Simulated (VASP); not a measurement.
# LiF (Fm-3m) in VASP: settings compared

The runs below take LiF through single point, vibrations by perturbation theory, elastic constants, with LDA, PBE.

Everything below comes from runs of VASP 6.6.1. Logs are shortened: lines on timing, memory, paths and dates and some standing lists are left out, and cuts for length are marked.

**1. The cell of the first run**

Symmetry: Fm-3m, No. 225, cubic system. Conventional cell: a = 4.067 Å, b = 4.067 Å, c = 4.067 Å, α = 90.00°, β = 90.00°, γ = 90.00°. Within 2.7 Å of Li (site symmetry m-3m) lie 6 F at 2.03 Å. F (site symmetry m-3m) has 6 Li at 2.03 Å within 2.7 Å.

**2. Single point, LDA**

POSCAR

```
LiF
1.0
    0.0000000000      2.0336720977      2.0336720977
    2.0336720977      0.0000000000      2.0336720977
    2.0336720977      2.0336720977      0.0000000000
Li F
1 1
Direct
    0.0000000000      0.0000000000      0.0000000000
    0.5000000000      0.5000000000      0.5000000000
```

INCAR.step1

```
PREC = Accurate ; ENCUT = 520
EDIFF = 1E-7 ; ISMEAR = 0
SIGMA = 0.02 ; LREAL = F
LASPH = T ; NELM = 100
ALGO = Normal ; ISIF = 2
LWAVE = F ; LCHARG = T
NBANDS = 12
```

KPOINTS.step1

```
regular mesh
0
Gamma
  10 10 10
```

INCAR.step2

```
PREC = Accurate ; ENCUT = 520
EDIFF = 1E-7 ; ISMEAR = -5
SIGMA = 0.02 ; LREAL = F
LASPH = T ; NELM = 100
ALGO = Normal ; ISIF = 2
LWAVE = F ; LCHARG = F
LORBIT = 11 ; NBANDS = 12
NEDOS = 2001 ; ICHARG = 11
```

KPOINTS.step2

```
regular mesh
0
Gamma
  15 15 15
```

Potentials or basis: VASP PAW LDA potentials, release 64 (Li_sv, F).

Command:

```sh
cat potpaw_LDA.64/Li_sv/POTCAR potpaw_LDA.64/F/POTCAR > POTCAR
cp INCAR.step1 INCAR
cp KPOINTS.step1 KPOINTS
mpirun -np 1 vasp_std > vasp.out
cp INCAR.step2 INCAR
cp KPOINTS.step2 KPOINTS
mpirun -np 1 vasp_std > vasp.out
```

OUTCAR:

```text
PREC = Accurate
   ENCUT = 520
   EDIFF = 1E-7
   ISMEAR = -5
   LREAL = F
   LASPH = T
   NELM = 100
   ISIF = 2
   LORBIT = 11
   ICHARG = 11

 ion  position               nearest neighbor table
   1  0.000  0.000  0.000-   2 2.03   2 2.03   2 2.03   2 2.03   2 2.03   2 2.03
   2  0.500  0.500  0.500-   1 2.03   1 2.03   1 2.03   1 2.03   1 2.03   1 2.03

  LATTYP: Found a face centered cubic cell.
 ALAT       =     4.0673441954

  Lattice vectors:

 A1 = (   0.0000000000,   2.0336720977,   2.0336720977)
 A2 = (   2.0336720977,   0.0000000000,   2.0336720977)
 A3 = (   2.0336720977,   2.0336720977,   0.0000000000)

Analysis of symmetry for initial positions (statically):
=====================================================================
 Subroutine PRICEL returns:
 Original cell was already a primitive cell.

 Routine SETGRP: Setting up the symmetry group for a
 face centered cubic supercell.

 Subroutine GETGRP returns: Found 48 space group operations
 (whereof 48 operations were pure point group operations)
 out of a pool of 48 trial point group operations.

The static configuration has the point symmetry O_h .

Analysis of symmetry for dynamics (positions and initial velocities):
=====================================================================
 Subroutine PRICEL returns:
 Original cell was already a primitive cell.

 Routine SETGRP: Setting up the symmetry group for a
 face centered cubic supercell.

 Subroutine GETGRP returns: Found 48 space group operations
 (whereof 48 operations were pure point group operations)
 out of a pool of 48 trial point group operations.

The dynamic configuration has the point symmetry O_h .

 Subroutine INISYM returns: Found 48 space group operations
 (whereof 48 operations are pure point group operations),
 and found     1 'primitive' translations

----------------------------------------------------------------------------------------

                                     Primitive cell

  volume of cell :      16.8218

  direct lattice vectors                    reciprocal lattice vectors
     0.000000000  2.033672098  2.033672098    -0.245860678  0.245860678  0.245860678
     2.033672098  0.000000000  2.033672098     0.245860678 -0.245860678  0.245860678
[... 101 lines left out ...]
   EFERMI =   0.00;   METHOD = LEGACY
   ISMEAR =    -5;   SIGMA  =   0.02  broadening in eV -4-tet -1-fermi 0-gaus
   EFERMI_NEDOS =   21; number of points for ismear=-14 and -15
   IALGO  =     38    algorithm
   IMIX   =      4    mixing-type and parameters
     AMIX     =   0.40;   BMIX     =  1.00
     AMIX_MAG =   1.60;   BMIX_MAG =  1.00
  volume/ion in A,a.u.               =       8.41        56.76
  Fermi-wavevector in a.u.,A,eV,Ry     =   1.376524  2.601254 25.780582  1.894819
  Thomas-Fermi vector in A             =   2.501761
   LORBIT       =     11    0 simple, 1 ext, 2 COOP (PROOUT), +10 PAW based schemes
   GGA     = CA    functional components
   LHFCALC =     F    Hartree Fock is set to
   AEXX    =    0.0000 exact exchange contribution
   IVDW    =     0    specifies the selected vdW correction
   LEPSILON=     F    determine dielectric tensor
   LRPA    =     F    only Hartree local field effects (RPA)
 non-spin polarized calculation
 Fermi weights with tetrahedron method with Bloechl corrections
  energy-cutoff  :      520.00
  volume of cell :       16.82
 maximum number of plane-waves:       465
 NGX is ok and might be reduce to    24

 number of electron       9.9999992 magnetization

 Free energy of the ion-electron system (eV)
  ---------------------------------------------------
  ext. energy  EPLUGINS =         0.00000000
  ---------------------------------------------------
  free energy    TOTEN  =       -10.45051008 eV

  energy without entropy =      -10.45051008  energy(sigma->0) =      -10.45051008

 E-fermi :  -1.4421     XC(G=0): -10.5251

 val. band max:       -1.4728495048   @ k =  -0.0667   0.0667   0.0000
 cond. band min:       7.1019030160   @ k =   0.0000   0.0000   0.0000
 fundamental gap:      8.5747525208
 Fermi energy:        -1.4420882961

 k-point     1 :       0.0000    0.0000    0.0000
  band No.  band energies     occupation
      1     -41.2883      2.00000
      2     -20.9639      2.00000
      3      -1.4744      2.00000
      4      -1.4744      2.00000
      5      -1.4744      2.00000
      6       7.1019      0.00000
      7      21.6109      0.00000
      8      21.6109      0.00000
      9      21.6109      0.00000
     10      22.1471      0.00000
     11      22.1471      0.00000
     12      22.1471      0.00000
[... 331 lines left out ...]
 k-point    24 :       0.2000    0.1333    0.0000
  band No.  band energies     occupation
      1     -41.2670      2.00000
      2     -20.8137      2.00000
      3      -2.2670      2.00000
      4      -1.7221      2.00000
      5      -1.6937      2.00000
      6       8.2238      0.00000
      7      17.4877      0.00000
      8      18.8771      0.00000
      9      18.9258      0.00000
     10      20.0785      0.00000
     11      26.8220      0.00000
     12      26.9364      0.00000

 [... further k-points ...]

------------------------ aborting loop because EDIFF is reached ----------------------------------------

  FORCE on cell =-STRESS in cart. coord.  units (eV):
  Direction    XX          YY          ZZ          XY          YZ          ZX
  --------------------------------------------------------------------------------------
  -------------------------------------------------------------------------------------
  Total       -0.8704405     -0.8704405     -0.8704405      0.0000000     -0.0000000      0.0000000
  in kB      -82.9042719    -82.9042719    -82.9042719      0.0000000     -0.0000000      0.0000000
  external PRESSURE =     -82.9042719 kB  Pullay stress =       0.0000000 kB

 VOLUME and BASIS-vectors are now :
 -----------------------------------------------------------------------------
  energy-cutoff  :      520.00
  volume of cell :       16.82
      direct lattice vectors                 reciprocal lattice vectors
     0.000000000  2.033672098  2.033672098    -0.245860678  0.245860678  0.245860678
     2.033672098  0.000000000  2.033672098     0.245860678 -0.245860678  0.245860678
     2.033672098  2.033672098  0.000000000     0.245860678  0.245860678 -0.245860678

 POSITION                                       TOTAL-FORCE (eV/Angst)
 -----------------------------------------------------------------------------------
      0.00000      0.00000      0.00000        -0.000000     -0.000000     -0.000000
      2.03367      2.03367      2.03367         0.000000      0.000000      0.000000
 -----------------------------------------------------------------------------------
    total drift:                               -0.000000     -0.000000      0.000000

  FREE ENERGIE OF THE ION-ELECTRON SYSTEM (eV)
  ---------------------------------------------------
  free  energy   TOTEN  =       -10.4505100794 eV

  energy  without entropy=      -10.4505100794  energy(sigma->0) =      -10.45051008

 total charge

# of ion       s       p       d       tot
------------------------------------------
    1        2.014   0.063   0.000   2.077
    2        1.719   4.374   0.000   6.093
--------------------------------------------------
tot          3.733   4.437   0.000   8.170
```

OSZICAR.step1:

```text
N       E                     dE             d eps       ncg     rms          rms(c)
DAV:   1     0.301393796608E+02    0.30139E+02   -0.52746E+03  1168   0.818E+02
DAV:   2    -0.985496199670E+01   -0.39994E+02   -0.39196E+02  1376   0.185E+02
DAV:   3    -0.109346099412E+02   -0.10796E+01   -0.10766E+01  1480   0.264E+01
DAV:   4    -0.109462072853E+02   -0.11597E-01   -0.11597E-01  1296   0.291E+00
DAV:   5    -0.109463287785E+02   -0.12149E-03   -0.12149E-03  1500   0.225E-01    0.424E+00
DAV:   6    -0.104682089785E+02    0.47812E+00   -0.23429E+00  1220   0.918E+00    0.138E+00
DAV:   7    -0.104564330804E+02    0.11776E-01   -0.15944E-02  1580   0.108E+00    0.799E-01
DAV:   8    -0.104505584247E+02    0.58747E-02   -0.98000E-03  1592   0.103E+00    0.995E-02
DAV:   9    -0.104505286953E+02    0.29729E-04   -0.64266E-04  1296   0.229E-01    0.372E-02
DAV:  10    -0.104505456094E+02   -0.16914E-04   -0.32731E-05  1296   0.404E-02    0.608E-03
DAV:  11    -0.104505452074E+02    0.40195E-06   -0.13402E-06  1428   0.118E-02    0.142E-03
DAV:  12    -0.104505452033E+02    0.41267E-08   -0.28410E-07  1372   0.419E-03
   1 F= -.10450545E+02 E0= -.10450545E+02  d E =-.135187E-80
```

It took 34 s on 1 thread of Intel Xeon 8259CL, shared host; peak memory 0.13 GiB.

Results:

| Item | Value |
| --- | --- |
| Valence electrons inside the program's atomic spheres | Li 2.08; F 6.09 |

Caveat: the cutoff is under 1.25 times the usual one of these potentials, so pressure, stress and relaxed cells hold a basis-set (Pulay) error.

**3. Vibrations by perturbation theory, PBE**

INCAR

```
SYSTEM = LiF
PREC     = Accurate       ! precision mode
ENCUT    = 520            ! plane-wave cutoff, eV
EDIFF    = 1E-8           ! SCF threshold, eV
ISMEAR   = 0              ! smearing method
SIGMA    = 0.01           ! smearing width, eV
LREAL    = .FALSE.        ! projectors in reciprocal space
LASPH    = .TRUE.         ! aspherical terms in the spheres
NELM     = 100            ! most SCF steps
ALGO     = Normal         ! electronic algorithm
ISIF     = 2              ! what is computed and relaxed
LWAVE    = .FALSE.        ! write WAVECAR
LCHARG   = .TRUE.         ! write CHGCAR
GGA      = PE             ! functional
NBANDS   = 12             ! bands
IBRION   = 8              ! ionic algorithm
NSW      = 1              ! ionic steps
LEPSILON = .TRUE.         ! dielectric tensor by DFPT
```

KPOINTS

```
regular mesh
0
G
  12 12 12
  0 0 0
```

POSCAR

```
LiF
1.0
    0.0000000000      2.0340060262      2.0340060262
    2.0340060262      0.0000000000      2.0340060262
    2.0340060262      2.0340060262      0.0000000000
Li F
1 1
Direct
    0.0000000000      0.0000000000      0.0000000000
    0.5000000000      0.5000000000      0.5000000000
```

Potentials or basis: VASP PAW PBE potentials, release 64 (Li_sv, F).

Command:

```sh
cat potpaw_PBE.64/Li_sv/POTCAR potpaw_PBE.64/F/POTCAR > POTCAR
mpirun -np 1 vasp_std > vasp.out
```

OUTCAR:

```text
SYSTEM = LiF
   PREC = Accurate
   ENCUT = 520
   EDIFF = 1E-8
   ISMEAR = 0
   LREAL = .FALSE.
   LASPH = .TRUE.
   NELM = 100
   ISIF = 2
   GGA = PE
   IBRION = 8
   NSW = 1
   LEPSILON = .TRUE.

 ion  position               nearest neighbor table
   1  0.000  0.000  0.000-   2 2.03   2 2.03   2 2.03   2 2.03   2 2.03   2 2.03
   2  0.500  0.500  0.500-   1 2.03   1 2.03   1 2.03   1 2.03   1 2.03   1 2.03

  LATTYP: Found a face centered cubic cell.
 ALAT       =     4.0680120524

  Lattice vectors:

 A1 = (   0.0000000000,   2.0340060262,   2.0340060262)
 A2 = (   2.0340060262,   0.0000000000,   2.0340060262)
 A3 = (   2.0340060262,   2.0340060262,   0.0000000000)

Analysis of symmetry for initial positions (statically):
=====================================================================
 Subroutine PRICEL returns:
 Original cell was already a primitive cell.
[... 663 lines left out ...]

 SECOND DERIVATIVES (NOT SYMMETRIZED)
 ------------------------------------
               1X          1Y          1Z          2X          2Y          2Z
  1X    -1.397450    0.000000    0.000000    1.397450    0.000000    0.000000
  1Y     0.000000   -1.397450    0.000000    0.000000    1.397450    0.000000
  1Z     0.000000    0.000000   -1.397450    0.000000    0.000000    1.397450
  2X     1.378261    0.000000    0.000000   -1.378261    0.000000    0.000000
  2Y     0.000000    1.378261    0.000000    0.000000   -1.378261    0.000000
  2Z     0.000000    0.000000    1.378261    0.000000    0.000000   -1.378261

 Eigenvectors and eigenvalues of the dynamical matrix
 ----------------------------------------------------

   1 f  =    8.151852 THz    51.219595 2PiTHz  271.916504 cm-1    33.713335 meV
             X         Y         Z           dx          dy          dz
      0.000000  0.000000  0.000000    -0.000000   -0.605465   -0.605465
      2.034006  2.034006  2.034006     0.000000    0.365256    0.365256
[... 21 lines left out ...]
   6 f/i=    0.024926 THz     0.156616 2PiTHz    0.831448 cm-1     0.103086 meV
             X         Y         Z           dx          dy          dz
      0.000000  0.000000  0.000000     0.286956   -0.383526   -0.193358
      2.034006  2.034006  2.034006     0.475672   -0.635751   -0.320520

--------------------------------------------------------------------------------------------------------

 MACROSCOPIC STATIC DIELECTRIC TENSOR IONIC CONTRIBUTION
 ------------------------------------------------------
           8.598367     0.000000     0.000000
           0.000000     8.598367     0.000000
           0.000000     0.000000     8.598367
 ------------------------------------------------------

 ELASTIC MODULI CONTR FROM IONIC RELAXATION (kBar)
 Direction    XX          YY          ZZ          XY          YZ          ZX
 --------------------------------------------------------------------------------
 XX           0.0000      0.0000      0.0000      0.0000      0.0000      0.0000
 YY           0.0000      0.0000      0.0000      0.0000      0.0000      0.0000
 ZZ           0.0000      0.0000      0.0000      0.0000      0.0000      0.0000
 XY           0.0000      0.0000      0.0000      0.0000      0.0000      0.0000
 YZ           0.0000      0.0000      0.0000      0.0000      0.0000      0.0000
 ZX           0.0000      0.0000      0.0000      0.0000      0.0000      0.0000
 --------------------------------------------------------------------------------

 PIEZOELECTRIC TENSOR IONIC CONTR  for field in x, y, z        (C/m^2)
          XX          YY          ZZ          XY          YZ          ZX
  --------------------------------------------------------------------------------
  x     0.00000     0.00000     0.00000     0.00000     0.00000     0.00000
  y     0.00000     0.00000     0.00000     0.00000     0.00000     0.00000
  z     0.00000     0.00000     0.00000     0.00000     0.00000     0.00000
```

OSZICAR:

```text
N       E                     dE             d eps       ncg     rms          rms(c)
DAV:   1     0.312054287927E+02    0.31205E+02   -0.53703E+03  1788   0.849E+02
DAV:   2    -0.908310871425E+01   -0.40289E+02   -0.39512E+02  2072   0.188E+02
DAV:   3    -0.101430023459E+02   -0.10599E+01   -0.10575E+01  2360   0.264E+01
DAV:   4    -0.101526407767E+02   -0.96384E-02   -0.96381E-02  1972   0.265E+00
[... 217 lines left out ...]
RMM:   9    -0.522842645165E+00    0.13245E-05   -0.16909E-08  8479   0.836E-04    0.157E-05
RMM:  10    -0.522841976481E+00    0.66868E-06    0.27256E-08  8610   0.342E-04    0.363E-06
RMM:  11    -0.522841988044E+00   -0.11563E-07    0.71319E-08  8886   0.141E-04    0.152E-06
RMM:  12    -0.522841957093E+00    0.30951E-07    0.12803E-07  8805   0.620E-05    0.320E-07
RMM:  13    -0.522841948097E+00    0.89963E-08    0.49521E-08  8528   0.282E-05    0.193E-07
 Linear response finished
```

stdout:

```text
POSCAR found type information on POSCAR LiF
 POSCAR found :  2 types and       2 ions
 scaLAPACK will be used
 LDA part: xc-table for (Slater+PW92), standard interpolation
 POSCAR, INCAR and KPOINTS ok, starting setup
 FFT: planning ... GRIDC
 FFT: planning ... GRID_SOFT
 FFT: planning ... GRID
 WAVECAR not read
 entering main loop
[... 23 lines left out ...]
  Direction:   3
 dielectric tensor                  component  3 :    -0.000     0.078     2.048
 Linear response DOF=           2
 Linear response progress:
 first order change of Fermi-energy  -0.17898E-05
 force on displaced ion       1 direction 1 :  -1.397   0.000   0.000
 Born effective charge ion    1 direction 1 :   1.053   0.000   0.000
 Linear response progress:
 first order change of Fermi-energy  -0.12622E-03
 force on displaced ion       2 direction 1 :  -1.378   0.000   0.000
 Born effective charge ion    2 direction 1 :  -1.054   0.000   0.000
 Born effective charges drift removed
 Linear response finished
```

Wall time 5.5 min (1 thread of Intel Xeon 8259CL, shared host); peak memory 0.21 GiB.

What came out:

```
Electronic dielectric tensor (diagonal)                 : 2.05
Born charges (mean of the diagonal)                     : Li +1.05; F -1.05 e
Highest phonon frequency at Γ, LO-TO splitting left out : 272 cm⁻¹
```

Phonon frequencies in cm⁻¹ (negative: imaginary):
```csv
q point,frequencies
"(0.000, 0.000, 0.000)",-1 -1 -1 272 272 272
```

Electronic dielectric tensor:
```
2.05 0.00 0.00
0.00 2.05 0.00
0.00 0.00 2.05
```

Born effective charge tensors (e):
atom 1, Li
```
1.05 0.00 0.00
0.00 1.05 0.00
0.00 0.00 1.05
```
atom 2, F
```
-1.05  0.00  0.00
 0.00 -1.05  0.00
 0.00  0.00 -1.05
```

Caveat: the cutoff is under 1.25 times the usual one of these potentials, so pressure, stress and relaxed cells hold a basis-set (Pulay) error.

**4. Elastic constants, PBE**

INCAR

```
SYSTEM = LiF
PREC = Accurate
ENCUT = 600
EDIFF = 1E-8
ISMEAR = 0
SIGMA = 0.01
LREAL = .False.
LASPH = .True.
NELM = 80
ALGO = Normal
ISIF = 3
LWAVE = .False.
LCHARG = .False.
GGA = PE
IBRION = 6
NFREE = 2
POTIM = 0.015
NSW = 1
```

KPOINTS

```
Automatic mesh
0
Gamma
  12 12 12
  0 0 0
```

POSCAR is that of step 3.

Command:

```sh
cat potpaw_PBE.64/Li_sv/POTCAR potpaw_PBE.64/F/POTCAR > POTCAR
mpirun -np 1 vasp_std > vasp.out
```

Run time: 8.2 min. Hardware: 1 thread of Intel Xeon 8259CL, shared host; peak memory 0.28 GiB.

Results (log left out):

* Elastic constants C11, C12, C44: 107, 44, 59 GPa
* Voigt bulk modulus: 65 GPa
* Highest phonon frequency at Γ, LO-TO splitting left out: 272 cm⁻¹

Phonon frequencies in cm⁻¹ (negative: imaginary):
| q point | frequencies |
| --- | --- |
| (0.000, 0.000, 0.000) | -1 -1 -1 272 272 272 |

Elastic tensor in Voigt notation (GPa, in the Cartesian axes of the cell as first typed):
```
107  44  44   0   0   0
 44 107  44   0   0   0
 44  44 107   0   0   0
  0   0   0  59   0   0
  0   0   0   0  59   0
  0   0   0   0   0  59
```

Clamped-ion elastic tensor (GPa):
```
107  44  44   0   0   0
 44 107  44   0   0   0
 44  44 107   0   0   0
  0   0   0  59   0   0
  0   0   0   0  59   0
  0   0   0   0   0  59
```

Caveat: the cutoff is under 1.25 times the usual one of these potentials, so pressure, stress and relaxed cells hold a basis-set (Pulay) error.
